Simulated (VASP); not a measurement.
**ZnS3: relaxation of cell and atoms with PBE**

The system is ZnS3.

```
Zn S
1.0
     4.22572    0.00000    0.00000
     0.00000    4.22572    0.00000
     0.00000    0.00000    4.22572
Zn S
1 3
Cartesian
  0.0000 0.0000 0.0000
  0.0000 2.1129 2.1129
  2.1129 0.0000 2.1129
  2.1129 2.1129 0.0000
```

| Quantity | Value |
| --- | --- |
| Program | VASP 6.6.1 |
| Task | relaxation of cell and atoms |
| Functional | PBE |
| Potentials or basis | VASP PAW PBE potentials, release 64 (Zn, S) |
| Cutoff | 600 eV |
| k mesh | 4 × 4 × 4 |
| Occupations | gaussian, width 0.1 eV |
| Spin | no spin polarisation |
| Dipole correction | no |
| Further INCAR settings | ALGO = Normal; EDIFF = 1e-07; IBRION = 2; EDIFFG = -0.04; NSW = 90; ISIF = 3 |

- Relaxed volume: 16.95 Å³/atom
- Relaxed cell: a = 4.077 Å, b = 4.077 Å, c = 4.077 Å, α = 90.00°, β = 90.00°, γ = 90.00°
- Space group after relaxing (to 0.05 Å): Pm-3m (No. 221)
- Energy gained by relaxing: 41.7 meV/atom
- Ionic steps: 2
- Pressure after relaxing: -0.2 GPa
- Band gap on the k mesh: zero (band 15 reaches 7.18 eV, above the bottom of band 16 at 5.28 eV)

Step by step:
```tsv
step	energy change (eV)	largest force (eV/Å)	pressure (GPa)	volume (Å³)
1	0.0000	0.0000	-6.19	75.46
2	-0.1669	0.0000	-0.19	67.78
```

Final structure:
```yaml
crystal:
  lattice:
    - [4.07726, 0.00000, 0.00000]
    - [0.00000, 4.07726, 0.00000]
    - [0.00000, 0.00000, 4.07726]
  atoms:
    - { symbol: Zn, position: [0.00000, 0.00000, 0.00000] }
    - { symbol: S, position: [0.00000, 0.50000, 0.50000] }
    - { symbol: S, position: [0.50000, 0.00000, 0.50000] }
    - { symbol: S, position: [0.50000, 0.50000, 0.00000] }
```

Levels at points of the mesh, in eV from the Fermi level:
```
           k point  band 12  band 13  band 14  band 15  band 16  band 17  band 18  band 19
(0.00, 0.00, 0.00)    -1.72    -1.12    -1.12    -1.12     0.82     0.82     0.82     6.21
(0.50, 0.00, 0.00)    -3.09    -3.09    -2.11    -2.10     0.48     0.48     2.78     3.51
(0.50, 0.50, 0.00)    -2.93    -2.72    -2.29    -2.29     1.24     1.38     1.52     3.22
(0.50, 0.50, 0.50)    -6.23    -2.78     1.39     1.39     1.39     1.40     1.40     9.42
```

Run time: 14 s on 1 thread of Intel(R) Xeon(R) 6975P-C (Granite Rapids), on a shared host, peak memory 0.21 GiB.

Caveat: the k points lie up to 0.39 Å⁻¹ apart in the final cell.
